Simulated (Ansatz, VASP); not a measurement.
## One calculation of MgSi4N, two programs

```
Mg Si N
1.0
     4.63941    0.00000    0.00000
    -2.31970    4.01784    0.00000
     0.00000    0.00000    8.47363
Mg Si N
1 4 1
Direct
  0.00000 0.00000 0.00000
  0.00000 0.00000 0.69315
  0.00000 0.00000 0.30685
  0.33333 0.66667 0.00000
  0.66667 0.33333 0.00000
  0.00000 0.00000 0.50000
```

Alike in both runs: task single point; functional PBE; k mesh 12 × 12 × 6; occupations gaussian, width 0.1 eV; no spin polarisation.

```csv
,VASP,Ansatz
version,VASP 6.6.1,Ansatz 0.2.0
potentials or method,"VASP PAW PBE potentials, release 64 (Mg, Si, N), cutoff 520 eV","scalar-relativistic, plane waves, PAW"
valence electrons in the cell,23,31
```

|  | VASP | Ansatz | Ansatz less VASP |
| --- | --- | --- | --- |
| gap on the k mesh at the Fermi level (eV) | none | none | - |
| pressure (GPa) | 0.0 | 0.0 | +0.03 |

A gap of «none» marks a metal or a gap that the smearing closes. With one functional, cell and mesh, what is left measures potentials, basis and numerics. VASP's potentials hold 23 valence electrons a cell and Ansatz's 31, so a difference there can come from the potentials and not from the codes.
